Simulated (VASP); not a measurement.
GeBr5:

```
Ge Br
1.0
     6.53543    0.00000    0.00000
    -3.26771    5.65985    0.00000
     0.00000    0.00000    6.02994
Ge Br
1 5
Direct
  0.00000 0.00000 0.00000
  0.66667 0.33333 0.00000
  0.31942 0.00000 0.50000
  0.68058 0.68058 0.50000
  0.00000 0.31942 0.50000
  0.33333 0.66667 0.00000
```

The cell was generated, and may not be a known phase.

```yaml
Program: VASP 6.6.1
Task: relaxation of cell and atoms
Functional: PBE
Potentials_or_basis: VASP PAW PBE potentials, release 64 (Ge_d, Br)
Cutoff: 600 eV
k_mesh: 3 × 3 × 4
Occupations: gaussian, width 0.1 eV
Spin: no spin polarisation
```

At the start: pressure -4.7 GPa; volume 37.17 Å³/atom.

Problem. Where does the relaxation end?

Solution. Over 40 steps the energy falls by 593.5 meV/atom and the volume is 38.28 Å³/atom (+3.0 %); space group P-62m (No. 189, to 0.1 Å) before and after.

Step by step:
| step | energy change (eV) | largest force (eV/Å) | pressure (GPa) | volume (Å³) |
| --- | --- | --- | --- | --- |
| 1 | 0.0000 | 0.3900 | -4.68 | 223.04 |
| 2 | -0.9430 | 0.3511 | -3.92 | 189.81 |
| 3 | -1.4381 | 0.2287 | -1.05 | 162.03 |
| 4 | -1.4555 | 0.1615 | 0.61 | 153.78 |
| 5 | -1.4595 | 0.1844 | 0.04 | 156.31 |
| 6 | -1.4588 | 0.1738 | 0.30 | 155.14 |
| 7 | -1.4660 | 0.1481 | 0.32 | 155.27 |
| 8 | -1.4862 | 0.0503 | 0.42 | 155.67 |
| 9 | -1.5041 | 0.2357 | 0.83 | 156.42 |
| 10 | -1.5074 | 0.2451 | 0.83 | 156.66 |
| 11 | -1.5178 | 0.2727 | 0.77 | 157.38 |
| 12 | -1.5400 | 0.3300 | 0.73 | 158.79 |
| 13 | -1.5874 | 0.4716 | 0.70 | 161.57 |
| 14 | -1.6619 | 0.8864 | 0.98 | 166.87 |
| 15 | -1.5548 | 2.1663 | 2.16 | 176.37 |
| 16 | -1.6515 | 1.2393 | 1.45 | 169.99 |
| 17 | -1.6633 | 1.2644 | 1.42 | 170.78 |
| 18 | -1.6970 | 1.3581 | 1.32 | 173.13 |
| 19 | -1.7604 | 1.5732 | 1.06 | 177.71 |
| 20 | -1.8160 | 1.8756 | 1.26 | 186.37 |
| 21 | -1.9096 | 1.7020 | 1.00 | 189.04 |
| 22 | -2.1086 | 1.3268 | 0.38 | 196.88 |
| 23 | -2.3801 | 0.6541 | -0.91 | 211.57 |
| 24 | -2.9693 | 0.9839 | -2.81 | 235.90 |
| 25 | -2.8468 | 0.4947 | -2.54 | 228.41 |
| 26 | -2.9394 | 0.7659 | -2.74 | 232.65 |
| 27 | -3.1057 | 1.1669 | -2.50 | 233.68 |
| 28 | -3.1090 | 1.1909 | -2.44 | 233.71 |
| 29 | -3.3173 | 1.0128 | -1.79 | 224.77 |
| 30 | -3.4971 | 0.3924 | 0.26 | 209.42 |
| 31 | -3.4975 | 0.3357 | 0.45 | 208.39 |
| 32 | -3.5182 | 0.1887 | 0.38 | 209.44 |
| 33 | -3.5249 | 0.0277 | 0.33 | 210.54 |
| 34 | -3.5295 | 0.0649 | 0.18 | 212.43 |
| 35 | -3.5360 | 0.1727 | -0.24 | 218.19 |
| 36 | -3.5396 | 0.1665 | -0.21 | 218.87 |
| 37 | -3.5484 | 0.1461 | -0.10 | 220.90 |
| 38 | -3.5560 | 0.1007 | 0.13 | 224.95 |
| 39 | -3.5597 | 0.0388 | 0.12 | 227.16 |
| 40 | -3.5613 | 0.0323 | 0.11 | 229.67 |

Final structure:
```yaml
crystal:
  lattice:
    - [9.06855, 0.00000, 0.00000]
    - [-4.53428, 7.85360, 0.00000]
    - [0.00000, 0.00000, 3.22470]
  atoms:
    - { symbol: Ge, position: [0.00000, 0.00000, 0.00000] }
    - { symbol: Br, position: [0.66667, 0.33333, 0.00000] }
    - { symbol: Br, position: [0.22136, 0.00000, 0.50000] }
    - { symbol: Br, position: [0.77864, 0.77864, 0.50000] }
    - { symbol: Br, position: [0.00000, 0.22136, 0.50000] }
    - { symbol: Br, position: [0.33333, 0.66667, 0.00000] }
```

Caveat: the k points lie up to 0.49 Å⁻¹ apart in the final cell, too coarse for converged energies and pressures of a metal; a cell axis changed by over 15 % at a fixed basis, so the end point is rough; an odd number of electrons without spin polarisation forces a metal; a magnetic or distorted state may lie lower.
